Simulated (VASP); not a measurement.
A run of VASP 6.6.1:

The input INCAR:

```
SYSTEM = YRh
ALGO = Normal
EDIFF = 1E-6
EDIFFG = -0.01
ENCUT = 600
GGA = PS
IBRION = 2
ISIF = 3
ISMEAR = 0
IVDW = 12
LASPH = .TRUE.
LCHARG = .FALSE.
LREAL = .FALSE.
LWAVE = .FALSE.
NELM = 100
NSW = 50
PREC = Accurate
SIGMA = 0.1
```

File KPOINTS:

```
k-points
0
G
  10 10 10
  0 0 0
```

Contents of POSCAR:

```
YRh
1.0
    3.4070000000      0.0000000000      0.0000000000
    0.0000000000      3.4070000000      0.0000000000
    0.0000000000      0.0000000000      3.4070000000
Y Rh
1 1
Direct
    0.5000000000      0.5000000000      0.5000000000
    0.0000000000      0.0000000000      0.0000000000
```

Potentials or basis: VASP PAW PBE potentials, release 64 (Y_sv, Rh_pv).

Launch:

```sh
$ cat potpaw_PBE.64/Y_sv/POTCAR potpaw_PBE.64/Rh_pv/POTCAR > POTCAR
$ mpirun -np 1 vasp_std > vasp.out
```

Hardware: 1 thread of Intel(R) Xeon(R) 6975P-C (Granite Rapids) (shared host).

Q: Estimate the wall time of this run.

A: It took 55 s on 1 thread of Intel(R) Xeon(R) 6975P-C (Granite Rapids) (shared host), peak memory 0.23 GiB. Counts: scf iterations 43, k points 56, ion steps 4.
